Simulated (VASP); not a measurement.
CdTe:

```xyz
2
Lattice="0.0000 3.2800 3.2800 3.2800 0.0000 3.2800 3.2800 3.2800 0.0000" Properties=species:S:1:pos:R:3 pbc="T T T"
Cd    0.0000    0.0000    0.0000
Te    1.6400    1.6400    1.6400
```

Base run:

```yaml
Program: VASP 6.6.1
Functional: PBE
Potentials_or_basis: VASP PAW PBE potentials, release 64 (Cd, Te)
Cutoff: 520 eV
k_mesh: 4 × 4 × 4
Occupations: gaussian, width 0.01 eV
Spin: no spin polarisation
```

Its results: band gap on the k mesh 0.65 eV, direct; pressure 1.3 GPa.

**Question.** After a change of settings the same cell gave: band gap on the k mesh 0.42 eV, direct; pressure -2.3 GPa. Which change was it?
A. functional from PBE to LDA; potentials or basis from VASP PAW PBE potentials, release 64 (Cd, Te) to VASP PAW LDA potentials, release 64 (Cd, Te)
B. functional from PBE to HSE06; further incar settings from ALGO = Normal; EDIFF = 1e-07; NBANDS = 16 to ALGO = Normal; EDIFF = 1e-06; NBANDS = 16
C. k mesh from 4 × 4 × 4 to 6 × 6 × 6; further incar settings from ALGO = Normal; EDIFF = 1e-07; NBANDS = 16 to ALGO = Normal; EDIFF = 1e-06; NBANDS = 16
D. functional from PBE to r2SCAN

**Answer.** A.

Caveats: spin-orbit coupling is left out, which moves the levels of the heavy elements.
